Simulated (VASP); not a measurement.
# MoS2 (P6_3/mmc) in VASP: notebook

The runs below take MoS2 through single point, with LDA.

All numbers are computed with VASP 6.6.1; they aren't measurements. Logs are shortened: lines on timing, memory, paths and dates and some standing lists are left out, and cuts for length are marked.

## Step 1: The cell of the first run

It takes space group P6_3/mmc (No. 194, hexagonal). Conventional cell: a = 3.066 Å, b = 3.066 Å, c = 12.295 Å, α = 90.00°, β = 90.00°, γ = 120.00°. Mo (site symmetry -6m2) has 6 S at 2.32 Å and 6 Mo at 3.07 Å within 3.1 Å. S (site symmetry 3m) has 3 Mo at 2.32 Å and 7 S at 3.01 to 3.07 Å within 3.1 Å.

## Step 2: Single point, LDA (equal xx and yy strain of -3 %)

INCAR

```
PREC = Accurate
ENCUT = 520
EDIFF = 1E-6
ISMEAR = -1
SIGMA = 0.03
LREAL = False
LASPH = True
NELM = 60
ALGO = Normal
ISIF = 2
LWAVE = False
LCHARG = False
NBANDS = 35
```

KPOINTS

```
regular mesh
0
Gamma
  10 10 3
```

POSCAR

```
MoS2
1.0
    3.0661715536      0.0000000000      0.0000000000
   -1.5330857768      2.6553824578      0.0000000000
    0.0000000000      0.0000000000     12.2950000000
Mo S
2 4
Direct
    0.3333333333      0.6666666667      0.2500000000
    0.6666666667      0.3333333333      0.7500000000
    0.3333333333      0.6666666667      0.6275000000
    0.6666666667      0.3333333333      0.1275000000
    0.3333333333      0.6666666667      0.8725000000
    0.6666666667      0.3333333333      0.3725000000
```

Potentials or basis: VASP PAW LDA potentials, release 64 (Mo_sv, S).

Started as:

```console
$ cat potpaw_LDA.64/Mo_sv/POTCAR potpaw_LDA.64/S/POTCAR > POTCAR
$ mpirun -np 1 vasp_std > vasp.out
```

OUTCAR:

```text
PREC = Accurate
   ENCUT = 520
   EDIFF = 1E-6
   ISMEAR = -1
   LREAL = False
   LASPH = True
   NELM = 60
   ISIF = 2

 ion  position               nearest neighbor table
   1  0.333  0.667  0.250-   4 2.32   6 2.32   4 2.32   6 2.32   4 2.32   6 2.32
   2  0.667  0.333  0.750-   3 2.32   5 2.32   3 2.32   5 2.32   3 2.32   5 2.32
   3  0.333  0.667  0.627-   2 2.32   2 2.32   2 2.32
   4  0.667  0.333  0.127-   1 2.32   1 2.32   1 2.32
   5  0.333  0.667  0.873-   2 2.32   2 2.32   2 2.32
   6  0.667  0.333  0.373-   1 2.32   1 2.32   1 2.32

  LATTYP: Found a hexagonal cell.
 ALAT       =     3.0661715536
 C/A-ratio  =     4.0098865263

  Lattice vectors:

 A1 = (   3.0661715536,   0.0000000000,   0.0000000000)
 A2 = (  -1.5330857768,   2.6553824578,   0.0000000000)
 A3 = (   0.0000000000,   0.0000000000,  12.2950000000)

Analysis of symmetry for initial positions (statically):
=====================================================================
 Subroutine PRICEL returns:
 Original cell was already a primitive cell.

 Routine SETGRP: Setting up the symmetry group for a
 hexagonal supercell.

 Subroutine GETGRP returns: Found 24 space group operations
 (whereof 12 operations were pure point group operations)
 out of a pool of 24 trial point group operations.

The static configuration has the point symmetry D_3d.
 The point group associated with its full space group is D_6h.

Analysis of symmetry for dynamics (positions and initial velocities):
=====================================================================
 Subroutine PRICEL returns:
 Original cell was already a primitive cell.

 Routine SETGRP: Setting up the symmetry group for a
 hexagonal supercell.

 Subroutine GETGRP returns: Found 24 space group operations
 (whereof 12 operations were pure point group operations)
 out of a pool of 24 trial point group operations.

The dynamic configuration has the point symmetry D_3d.
 The point group associated with its full space group is D_6h.

 Subroutine INISYM returns: Found 24 space group operations
 (whereof 12 operations are pure point group operations),
 and found     1 'primitive' translations

----------------------------------------------------------------------------------------

                                     Primitive cell

  volume of cell :     100.1041

  direct lattice vectors                    reciprocal lattice vectors
[... 98 lines left out ...]
   NSW    =      0    number of steps for IOM
   IBRION =     -1    ionic relax: 0-MD 1-quasi-New 2-CG
   NFREE  =      0    steps in history (QN), initial steepest desc. (CG)
   ISIF   =      2    stress and relaxation
   ISYM   =      2    0-nonsym 1-usesym 2-fastsym
   POTIM  = 0.5000    time-step for ionic-motion
   TEBEG  =    0.0;   TEEND  =   0.0 temperature during run
   PSTRESS=    0.0 pullay stress
   NELECT =      52.0000    total number of electrons
   NUPDOWN=      -1.0000    fix difference up-down
   EMIN   =  10.00;   EMAX   =-10.00  energy-range for DOS
   EFERMI =   0.00;   METHOD = LEGACY
   ISMEAR =    -1;   SIGMA  =   0.03  broadening in eV -4-tet -1-fermi 0-gaus
   EFERMI_NEDOS =   21; number of points for ismear=-14 and -15
   IALGO  =     38    algorithm
   IMIX   =      4    mixing-type and parameters
     AMIX     =   0.40;   BMIX     =  1.00
     AMIX_MAG =   1.60;   BMIX_MAG =  1.00
  volume/ion in A,a.u.               =      16.68       112.59
  Fermi-wavevector in a.u.,A,eV,Ry     =   1.316008  2.486895 23.563625  1.731878
  Thomas-Fermi vector in A             =   2.446151
   LORBIT       =      0    0 simple, 1 ext, 2 COOP (PROOUT), +10 PAW based schemes
   GGA     = CA    functional components
   LHFCALC =     F    Hartree Fock is set to
   AEXX    =    0.0000 exact exchange contribution
   IVDW    =     0    specifies the selected vdW correction
   LEPSILON=     F    determine dielectric tensor
   LRPA    =     F    only Hartree local field effects (RPA)
 non-spin polarized calculation
  energy-cutoff  :      520.00
  volume of cell :      100.10
 maximum number of plane-waves:      2711
 NGX is ok and might be reduce to    24
   NGX = 11   NGY = 11   NGZ = 45

 number of electron      51.9999999 magnetization

 Free energy of the ion-electron system (eV)
  ---------------------------------------------------
  ext. energy  EPLUGINS =         0.00000000
  ---------------------------------------------------
  free energy    TOTEN  =       -48.68003049 eV

  energy without entropy =      -48.68003048  energy(sigma->0) =      -48.68003049

 E-fermi :   8.6967     XC(G=0): -11.3737

 val. band max:        8.2449935375   @ k =   0.0000   0.0000   0.0000
 cond. band min:       9.2041846804   @ k =   0.2000   0.2000   0.0000
 fundamental gap:      0.9591911429
 Fermi energy:         8.6967183009

 k-point     1 :       0.0000    0.0000    0.0000
  band No.  band energies     occupation
      1     -52.8437      2.00000
      2     -52.8437      2.00000
      3     -27.3116      2.00000
      4     -27.3115      2.00000
      5     -26.9438      2.00000
      6     -26.9438      2.00000
[... 901 lines left out ...]
     34      12.3445      0.00000
     35      14.2349      0.00000

 [... further k-points ...]

------------------------ aborting loop because EDIFF is reached ----------------------------------------

  FORCE on cell =-STRESS in cart. coord.  units (eV):
  Direction    XX          YY          ZZ          XY          YZ          ZX
  --------------------------------------------------------------------------------------
  -------------------------------------------------------------------------------------
  Total        7.0333305      7.0333305      8.6477261      0.0000000     -0.0000000      0.0000000
  in kB      112.5691902    112.5691902    138.4077603      0.0000000     -0.0000000      0.0000000
  external PRESSURE =     121.1820469 kB  Pullay stress =       0.0000000 kB

 VOLUME and BASIS-vectors are now :
 -----------------------------------------------------------------------------
  energy-cutoff  :      520.00
  volume of cell :      100.10
      direct lattice vectors                 reciprocal lattice vectors
     3.066171554  0.000000000  0.000000000     0.326139612  0.188296793  0.000000000
    -1.533085777  2.655382458  0.000000000     0.000000000  0.376593585  0.000000000
     0.000000000  0.000000000 12.295000000     0.000000000  0.000000000  0.081333876

 POSITION                                       TOTAL-FORCE (eV/Angst)
 -----------------------------------------------------------------------------------
     -0.00000      1.77025      3.07375        -0.000000      0.000000      0.000000
      1.53309      0.88513      9.22125         0.000000     -0.000000      0.000000
     -0.00000      1.77025      7.71511        -0.000000     -0.000000     -1.544275
      1.53309      0.88513      1.56761         0.000000     -0.000000     -1.544275
     -0.00000      1.77025     10.72739        -0.000000      0.000000      1.544275
      1.53309      0.88513      4.57989         0.000000      0.000000      1.544275
 -----------------------------------------------------------------------------------
    total drift:                               -0.000000      0.000000     -0.000000

  FREE ENERGIE OF THE ION-ELECTRON SYSTEM (eV)
  ---------------------------------------------------
  free  energy   TOTEN  =       -48.6800304860 eV

  energy  without entropy=      -48.6800304841  energy(sigma->0) =      -48.68003049
```

Wall time 42 s (1 thread of AMD EPYC 9R45 (Zen 5), shared host); peak memory 0.2 GiB.

Results:

- Free energy: -48.6800 eV
- Pressure: 12.1 GPa
- Largest force: 1.544 eV/Å
- Band gap on the k mesh: 0.96 eV (least direct gap 2.15 eV)

Forces in eV/Å, atoms in the order of the input:
```
Mo   0.000  0.000  0.000
Mo   0.000  0.000  0.000
S    0.000  0.000 -1.544
S    0.000  0.000 -1.544
S    0.000  0.000  1.544
S    0.000  0.000  1.544
```

Caveat: the cell differs from its parent crystal (equal xx and yy strain of -3 %); the cell stands under pressure; forces of over 1 eV/Å act on the atoms, so gaps and moduli don't describe the material at rest. A k mesh can miss the band edges.

## Step 3: Single point, LDA (equal xx and yy strain of -2 %)

INCAR

```
SYSTEM = MoS2
PREC = Accurate ; ENCUT = 520
EDIFF = 1E-6 ; ISMEAR = -1
SIGMA = 0.03 ; LREAL = .FALSE.
LASPH = .TRUE. ; NELM = 60
ALGO = Normal ; ISIF = 2
LWAVE = .FALSE. ; LCHARG = .FALSE.
NBANDS = 35
```

KPOINTS

```
regular mesh
0
G
  10 10 3
  0 0 0
```

POSCAR, as its differences from that of step 2:

```diff
@@ -2,4 +2,4 @@
 1.0
-    3.0661715536      0.0000000000      0.0000000000
-   -1.5330857768      2.6553824578      0.0000000000
+    3.0977815696      0.0000000000      0.0000000000
+   -1.5488907848      2.6827575346      0.0000000000
     0.0000000000      0.0000000000     12.2950000000
```

Potentials or basis: VASP PAW LDA potentials, release 64 (Mo_sv, S).

Started as:

```console
$ cat potpaw_LDA.64/Mo_sv/POTCAR potpaw_LDA.64/S/POTCAR > POTCAR
$ mpirun -np 1 vasp_std > vasp.out
```

Run time: 48 s. Hardware: 1 thread of AMD EPYC 9R45 (Zen 5), shared host; peak memory 0.19 GiB.

Results (log left out):

- Free energy: -48.7971 eV
- Pressure: 8.1 GPa
- Largest force: 1.265 eV/Å
- Band gap on the k mesh: 0.93 eV (least direct gap 2.06 eV)

Forces on the atoms (eV/Å):
```
Mo   0.000  0.000  0.000
Mo   0.000  0.000  0.000
S    0.000  0.000 -1.265
S    0.000  0.000 -1.265
S    0.000  0.000  1.265
S    0.000  0.000  1.265
```

Stress tensor (GPa, compression positive):
```
 6.74  0.00  0.00
 0.00  6.74  0.00
 0.00  0.00 10.85
```

Levels at points of the mesh, in eV from the valence-band top:
| k point | band 24 | band 25 | band 26 | band 27 | band 28 | band 29 |
| --- | --- | --- | --- | --- | --- | --- |
| (0.00, 0.00, 0.00) | -1.38 | -1.32 | 0.00 | 2.21 | 2.21 | 2.23 |
| (0.50, 0.00, 0.00) | -1.68 | -1.54 | -1.44 | 1.67 | 1.72 | 2.14 |

Caveat: the cell differs from its parent crystal (equal xx and yy strain of -2 %); the cell stands under pressure; forces of over 1 eV/Å act on the atoms, so gaps and moduli don't describe the material at rest.

## Step 4: Single point, LDA (equal xx and yy strain of -1 %)

INCAR

```
SYSTEM = MoS2
ALGO = Normal ; EDIFF = 1E-6
ENCUT = 520 ; ISIF = 2
ISMEAR = -1 ; LASPH = .TRUE.
LCHARG = .TRUE. ; LELF = .TRUE.
LREAL = .FALSE. ; LVHAR = .TRUE.
LWAVE = .FALSE. ; NBANDS = 35
NELM = 80 ; PREC = Accurate
SIGMA = 0.03
```

KPOINTS

```
k-points
0
G
  10 10 3
  0 0 0
```

POSCAR, as its differences from that of step 3:

```diff
@@ -2,4 +2,4 @@
 1.0
-    3.0977815696      0.0000000000      0.0000000000
-   -1.5488907848      2.6827575346      0.0000000000
+    3.1293915856      0.0000000000      0.0000000000
+   -1.5646957928      2.7101326115      0.0000000000
     0.0000000000      0.0000000000     12.2950000000
```

Started as:

```console
$ cat potpaw_LDA.64/Mo_sv/POTCAR potpaw_LDA.64/S/POTCAR > POTCAR
$ mpirun -np 1 vasp_std > vasp.out
```

Wall time 59 s (1 thread of AMD EPYC 9R45 (Zen 5), shared host); peak memory 0.2 GiB.

Results (log left out):

| Quantity | Value |
| --- | --- |
| Free energy | -48.8590 eV |
| Pressure | 4.5 GPa |
| Largest force | 1.004 eV/Å |
| Band gap on the k mesh | 0.91 eV (least direct gap 1.96 eV) |

Forces in eV/Å, atoms in the order of the input:
```
Mo   0.000  0.000  0.000
Mo   0.000  0.000  0.000
S    0.000  0.000 -1.004
S    0.000  0.000 -1.004
S    0.000  0.000  1.004
S    0.000  0.000  1.004
```

Stress tensor (GPa, compression positive):
```
2.62 0.00 0.00
0.00 2.62 0.00
0.00 0.00 8.14
```

Levels at points of the mesh, in eV from the valence-band top:
```
           k point  band 24  band 25  band 26  band 27  band 28  band 29
(0.00, 0.00, 0.00)    -1.34    -1.26     0.00     2.09     2.09     2.10
(0.50, 0.00, 0.00)    -1.78    -1.57    -1.46     1.52     1.56     2.00
```

Caveat: the cell differs from its parent crystal (equal xx and yy strain of -1 %); the stress differs along the axes, from 3 to 8 GPa; forces of over 1 eV/Å act on the atoms, so gaps and moduli don't describe the material at rest. A k mesh can miss the band edges.

## Step 5: Single point, LDA (equal xx and yy strain of +1 %)

INCAR

```
  PREC = Accurate
  ENCUT = 520
  EDIFF = 1E-6
  ISMEAR = -1
  SIGMA = 0.03
  LREAL = False
  LASPH = True
  NELM = 100
  ALGO = Normal
  ISIF = 2
  LWAVE = False
  LCHARG = False
  GGA = CA
  NBANDS = 35
```

KPOINTS

```
Automatic mesh
0
Gamma
  10 10 3
```

POSCAR, as its differences from that of step 4:

```diff
@@ -2,4 +2,4 @@
 1.0
-    3.1293915856      0.0000000000      0.0000000000
-   -1.5646957928      2.7101326115      0.0000000000
+    3.1926116176      0.0000000000      0.0000000000
+   -1.5963058088      2.7648827653      0.0000000000
     0.0000000000      0.0000000000     12.2950000000
```

Potentials or basis: VASP PAW LDA potentials, release 64 (Mo_sv, S).

Started as:

```console
$ cat potpaw_LDA.64/Mo_sv/POTCAR potpaw_LDA.64/S/POTCAR > POTCAR
$ mpirun -np 1 vasp_std > vasp.out
```

OUTCAR:

```text
PREC = Accurate
   ENCUT = 520
   EDIFF = 1E-6
   ISMEAR = -1
   LREAL = False
   LASPH = True
   NELM = 100
   ISIF = 2
   GGA = CA

 ion  position               nearest neighbor table
   1  0.333  0.667  0.250-   4 2.38   6 2.38   4 2.38   6 2.38   4 2.38   6 2.38
   2  0.667  0.333  0.750-   3 2.38   5 2.38   3 2.38   5 2.38   3 2.38   5 2.38
   3  0.333  0.667  0.627-   2 2.38   2 2.38   2 2.38
   4  0.667  0.333  0.127-   1 2.38   1 2.38   1 2.38
   5  0.333  0.667  0.873-   2 2.38   2 2.38   2 2.38
   6  0.667  0.333  0.373-   1 2.38   1 2.38   1 2.38

  LATTYP: Found a hexagonal cell.
 ALAT       =     3.1926116176
 C/A-ratio  =     3.8510791392

  Lattice vectors:

 A1 = (   3.1926116176,   0.0000000000,   0.0000000000)
 A2 = (  -1.5963058088,   2.7648827653,   0.0000000000)
 A3 = (   0.0000000000,   0.0000000000,  12.2950000000)

Analysis of symmetry for initial positions (statically):
=====================================================================
 Subroutine PRICEL returns:
 Original cell was already a primitive cell.

 Routine SETGRP: Setting up the symmetry group for a
[... 182 lines left out ...]
 fundamental gap:      0.7156500480
 Fermi energy:         7.7045538042

 k-point     1 :       0.0000    0.0000    0.0000
  band No.  band energies     occupation
      1     -53.9836      2.00000
      2     -53.9835      2.00000
      3     -28.3336      2.00000
      4     -28.3335      2.00000
      5     -28.1401      2.00000
      6     -28.1401      2.00000
[... 901 lines left out ...]
     34      11.0166      0.00000
     35      12.9451      0.00000

 [... further k-points ...]

------------------------ aborting loop because EDIFF is reached ----------------------------------------

  FORCE on cell =-STRESS in cart. coord.  units (eV):
  Direction    XX          YY          ZZ          XY          YZ          ZX
  --------------------------------------------------------------------------------------
  -------------------------------------------------------------------------------------
  Total       -3.0706442     -3.0706442      2.3978371      0.0000000      0.0000000      0.0000000
  in kB      -45.3303148    -45.3303148     35.3980147      0.0000000      0.0000000      0.0000000
  external PRESSURE =     -18.4208716 kB  Pullay stress =       0.0000000 kB

 VOLUME and BASIS-vectors are now :
 -----------------------------------------------------------------------------
  energy-cutoff  :      520.00
  volume of cell :      108.53
      direct lattice vectors                 reciprocal lattice vectors
     3.192611618  0.000000000  0.000000000     0.313223191  0.180839494  0.000000000
    -1.596305809  2.764882765  0.000000000     0.000000000  0.361678988  0.000000000
     0.000000000  0.000000000 12.295000000     0.000000000  0.000000000  0.081333876

 POSITION                                       TOTAL-FORCE (eV/Angst)
 -----------------------------------------------------------------------------------
     -0.00000      1.84326      3.07375        -0.000000      0.000000     -0.000000
      1.59631      0.92163      9.22125         0.000000     -0.000000     -0.000000
     -0.00000      1.84326      7.71511         0.000000      0.000000     -0.536459
      1.59631      0.92163      1.56761        -0.000000      0.000000     -0.536459
     -0.00000      1.84326     10.72739        -0.000000      0.000000      0.536459
      1.59631      0.92163      4.57989        -0.000000     -0.000000      0.536459
 -----------------------------------------------------------------------------------
    total drift:                               -0.000000      0.000000     -0.000000

  FREE ENERGIE OF THE ION-ELECTRON SYSTEM (eV)
  ---------------------------------------------------
  free  energy   TOTEN  =       -48.8325803064 eV

  energy  without entropy=      -48.8325801400  energy(sigma->0) =      -48.83258022
```

OSZICAR:

```text
N       E                     dE             d eps       ncg     rms          rms(c)
DAV:   1     0.473955785017E+03    0.47396E+03   -0.28891E+04  2152   0.141E+03
DAV:   2    -0.257374180453E+02   -0.49969E+03   -0.48343E+03  2299   0.383E+02
DAV:   3    -0.513362023221E+02   -0.25599E+02   -0.25134E+02  2345   0.798E+01
DAV:   4    -0.518234740232E+02   -0.48727E+00   -0.48641E+00  2351   0.112E+01
DAV:   5    -0.518322484227E+02   -0.87744E-02   -0.87732E-02  2318   0.152E+00    0.365E+01
DAV:   6    -0.495210514554E+02    0.23112E+01   -0.12084E+01  2202   0.234E+01    0.119E+01
DAV:   7    -0.491115289190E+02    0.40952E+00   -0.43698E+00  2181   0.146E+01    0.902E+00
DAV:   8    -0.488348017900E+02    0.27673E+00   -0.65696E-01  2254   0.585E+00    0.220E+00
DAV:   9    -0.488362364425E+02   -0.14347E-02   -0.52186E-02  2206   0.109E+00    0.808E-01
DAV:  10    -0.488328606066E+02    0.33758E-02   -0.18250E-02  2178   0.927E-01    0.311E-01
DAV:  11    -0.488326982475E+02    0.16236E-03   -0.11570E-03  2174   0.209E-01    0.124E-01
DAV:  12    -0.488325970610E+02    0.10119E-03   -0.21260E-04  2221   0.790E-02    0.877E-02
DAV:  13    -0.488325805534E+02    0.16508E-04   -0.12235E-04  2316   0.570E-02    0.154E-02
DAV:  14    -0.488325803064E+02    0.24707E-06   -0.85045E-06  1911   0.169E-02
   1 F= -.48832580E+02 E0= -.48832580E+02  d E =-.166381E-06
```

It took 58 s on 1 thread of AMD EPYC 9R45 (Zen 5), shared host; peak memory 0.2 GiB.

Results:

* Free energy: -48.8326 eV
* Pressure: -1.8 GPa
* Largest force: 0.536 eV/Å
* Band gap on the k mesh: 0.72 eV (least direct gap 1.79 eV)

Forces in eV/Å, atoms in the order of the input:
```
Mo   0.000  0.000  0.000
Mo   0.000  0.000  0.000
S    0.000  0.000 -0.536
S    0.000  0.000 -0.536
S    0.000  0.000  0.536
S    0.000  0.000  0.536
```

Stress tensor (GPa, compression positive):
```
-4.53  0.00  0.00
 0.00 -4.53  0.00
 0.00  0.00  3.54
```

Levels at points of the mesh, in eV from the valence-band top:
```csv
k point,band 24,band 25,band 26,band 27,band 28,band 29
"(0.00, 0.00, 0.00)",-1.26,-1.12,0.00,1.86,1.86,1.87
"(0.50, 0.00, 0.00)",-1.96,-1.61,-1.46,1.24,1.28,1.73
```

Caveat: the cell differs from its parent crystal (equal xx and yy strain of +1 %); the stress differs along the axes, from -5 to 4 GPa.

## Step 6: Overview

```tsv
cell	gap on the mesh (eV)	pressure (GPa)	largest force (eV/Å)
a = 3.066, b = 3.066, c = 12.295 Å, angles 90.0, 90.0, 120.0°, 6 atoms	0.96	12.1	1.54
a = 3.098, b = 3.098, c = 12.295 Å, angles 90.0, 90.0, 120.0°, 6 atoms	0.93	8.1	1.26
a = 3.129, b = 3.129, c = 12.295 Å, angles 90.0, 90.0, 120.0°, 6 atoms	0.91	4.5	1.00
a = 3.193, b = 3.193, c = 12.295 Å, angles 90.0, 90.0, 120.0°, 6 atoms	0.72	-1.8	0.54
```

Alike in all rows: task single point; level LDA; potentials or basis VASP PAW LDA potentials, release 64 (Mo_sv, S); no spin polarisation; k mesh 10 × 10 × 3; cutoff (eV) 520; smearing fermi-dirac 0.03 eV.

Caveats: forces of over 1 eV/Å act on the atoms, so gaps and moduli don't describe the material at rest (at least some runs); the cell stands under pressure (at least some runs); the stress differs along the axes, from 3 to 8 GPa (at least some runs); the stress differs along the axes, from -5 to 4 GPa (at least some runs).

Absolute energies hang on the potentials; compare differences alone.
